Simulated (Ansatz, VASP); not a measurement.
# Au in VASP and in Ansatz

Contents of INCAR:

```
SYSTEM = Au
PREC = Accurate
ENCUT = 520
EDIFF = 1E-6
ISMEAR = -1
SIGMA = 0.05
LREAL = .False.
LASPH = .True.
NELM = 100
ALGO = Normal
ISIF = 2
LWAVE = .False.
LCHARG = .False.
GGA = PS
NBANDS = 18
```

KPOINTS

```
regular mesh
0
Gamma
  8 8 5
  0 0 0
```

Contents of POSCAR:

```
Au
1.0
    2.8154890579      0.0000000000      0.0000000000
   -0.0129553469      2.8201795887      0.0000000000
   -1.1378916452     -1.1854109603      4.9240140333
Au
2
Direct
    0.6728620000      0.6659620000      0.2740550000
    0.3271380000      0.3340380000      0.7259450000
```

Contents of input.yaml:

```yaml
crystal:
  lattice:
    - [2.8154890579, 0.0, 0.0]
    - [-0.0129553469, 2.8201795887, 0.0]
    - [-1.1378916452, -1.1854109603, 4.9240140333]
  atoms:
    - { symbol: Au, position: [0.672862, 0.665962, 0.274055] }
    - { symbol: Au, position: [0.327138, 0.334038, 0.725945] }
hamiltonian:
  xc: pbesol
  pseudopotentials: { kind: paw }
kpoints:
  mp_grid: { grid: [8, 8, 5] }
  band_path:
    path:
      - [[0.5, 0.0, 0.0], [0.0, 0.0, 0.0], [0.0, -0.5, 0.0]]
      - [[0.5, -0.5, 0.0], [0.0, 0.0, 0.0], [0.0, 0.5, -0.5]]
      - [[0.5, 0.5, -0.5], [0.0, 0.0, 0.0], [0.0, 0.0, -0.5]]
      - [[0.5, 0.0, -0.5], [0.0, 0.0, 0.0]]
    npoints: 14
scf:
  occupations: { method: fermi_dirac, width: 0.05 }
  n_extra_bands: 6
output:
  forces: true
  stress: true
  eigenvalues: true
  fatbands: false
  write_density: true
  write_potential: true
  elf: true
  volumetric_format: npy
```

Alike in both runs: functional PBEsol; k mesh 8 × 8 × 5; occupations fermi-dirac, width 0.05 eV; no spin polarisation.

```csv
,VASP,Ansatz
version,VASP 6.6.1,Ansatz 0.2.0
potentials or method,"VASP PAW PBE potentials, release 64 (Au)",Ansatz PAW
plane-wave cutoff (eV),520,420
valence electrons in the cell,22,38
task,single point,band structure
```

Ansatz gave:

* gap on the k mesh at the Fermi level (eV): none
* pressure (GPa): -8.2
* traceless stress, the component that is largest in VASP (GPa): 1.69
* rms of the force components (eV/Å): 0.083

Which values does VASP return?

gap on the k mesh at the Fermi level (eV): none; pressure (GPa): -8.4; traceless stress, the component that is largest in VASP (GPa): 1.67; rms of the force components (eV/Å): 0.085.

VASP's potentials were made for PBE, not for PBEsol. Atom by atom the forces differ by 0.002 eV/Å (rms over components). A gap of «none» marks a metal or a gap that the smearing closes. With one functional, cell and mesh, what is left measures potentials, basis and numerics. VASP's potentials hold 22 valence electrons a cell and Ansatz's 38, so a difference there can come from the potentials and not from the codes.

Spin-orbit coupling is off throughout.
